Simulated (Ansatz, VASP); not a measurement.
**CoO in VASP and in Ansatz**

The input INCAR:

```
SYSTEM = CoO
  PREC = Accurate
  ENCUT = 520
  EDIFF = 1E-6
  ISMEAR = -1
  SIGMA = 0.05
  LREAL = .FALSE.
  LASPH = .TRUE.
  NELM = 150
  ALGO = Normal
  ISIF = 2
  LWAVE = .FALSE.
  LCHARG = .FALSE.
  ISPIN = 2
  MAGMOM = 2 0
  LORBIT = 11
  LMAXMIX = 4
  NBANDS = 18
```

The input KPOINTS:

```
regular mesh
0
G
  10 10 10
  0 0 0
```

POSCAR

```
CoO
1.0
    1.6022198417      0.9250420569      2.5664708903
   -1.6022198417      0.9250420569      2.5664708903
    0.0000000000     -1.8500841138      2.5664708903
Co O
1 1
Direct
    0.9989783200      0.9989783200      0.9989783200
    0.7510210300      0.7510210300      0.7510210300
```

File input.yaml:

```yaml
crystal:
  lattice:
    - [1.6022198417, 0.9250420569, 2.5664708903]
    - [-1.6022198417, 0.9250420569, 2.5664708903]
    - [0.0, -1.8500841138, 2.5664708903]
  atoms:
    - { symbol: Co, position: [0.99897832, 0.99897832, 0.99897832], spin: 2.0 }
    - { symbol: O, position: [0.75102103, 0.75102103, 0.75102103] }
kpoints:
  mp_grid: { grid: [10, 10, 10] }
scf:
  occupations: { method: fermi_dirac, width: 0.05 }
hamiltonian:
  xc: lda
  pseudopotentials: { kind: all_electron, lapw: { basis_error: 0.001 } }
magnetization:
  spin_polarized: true
output:
  forces: true
  stress: true
  eigenvalues: true
```

Alike in both runs: task single point; functional LDA; k mesh 10 × 10 × 10; occupations fermi-dirac, width 0.05 eV; collinear spin.

|  | VASP | Ansatz |
| --- | --- | --- |
| version | VASP 6.6.1 | Ansatz 0.2.0 |
| potentials or method | VASP PAW LDA potentials, release 64 (Co, O), cutoff 520 eV | all-electron LAPW, scalar-relativistic |

|  | VASP | Ansatz | Ansatz less VASP |
| --- | --- | --- | --- |
| gap on the k mesh at the Fermi level (eV) | none | none | - |
| pressure (GPa) | -17.6 | -15.9 | +1.70 |
| traceless stress, the component that is largest in VASP (GPa) | 2.81 | 2.91 | +0.107 |
| rms of the force components (eV/Å) | 0.113 | 0.108 | -0.0045 |
| net moment per atom (μB) | 1.21 | 1.32 | +0.108 |
| size of the moment on the site where the two differ most (μB) | 2.09 | 2.24 | +0.147 |

The net moments are unlike, so the other rows may belong to different states. LDA's correlation is that of Perdew and Zunger in VASP and of Perdew and Wang (1992) in Ansatz. Site moments also hang on the region over which each program counts them. Atom by atom the forces differ by 0.005 eV/Å (rms over components). A gap of «none» marks a metal or a gap that the smearing closes. Ansatz ran all-electron here, and VASP with PAW potentials.
